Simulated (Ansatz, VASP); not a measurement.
**NbTe: VASP beside Ansatz**

```
Nb Te
1.0
     3.42570    0.00000    0.00000
     0.00000    3.42570    0.00000
     0.00000    0.00000    3.42570
Nb Te
1 1
Direct
  0.50000 0.50000 0.50000
  0.00000 0.00000 0.00000
```

Alike in both runs: functional PBE; k mesh 16 × 16 × 16; occupations gaussian, width 0.1 eV; collinear spin.

Ansatz relaxed the structure, and its values are those at the end. VASP's run is a single point on that final structure, the one shown.

|  | VASP | Ansatz |
| --- | --- | --- |
| version | VASP 6.6.1 | Ansatz 0.2.0 |
| potentials or method | VASP PAW PBE potentials, release 64 (Nb_sv, Te), cutoff 520 eV | scalar-relativistic, plane waves, PAW |
| valence electrons in the cell | 19 | 29 |

Ansatz gave:

```
gap on the k mesh at the Fermi level (eV) : none
pressure (GPa)                            : 0.0
net moment per atom (μB)                  : 0.00
```

Which values does VASP return?

gap on the k mesh at the Fermi level (eV): none; pressure (GPa): -0.2; net moment per atom (μB): 0.00.

A gap of «none» marks a metal or a gap that the smearing closes. VASP's potentials hold 19 valence electrons a cell and Ansatz's 29, so a difference there can come from the potentials and not from the codes. Ansatz's warnings: seeded moment not kept.

Neither program's run includes spin-orbit coupling.
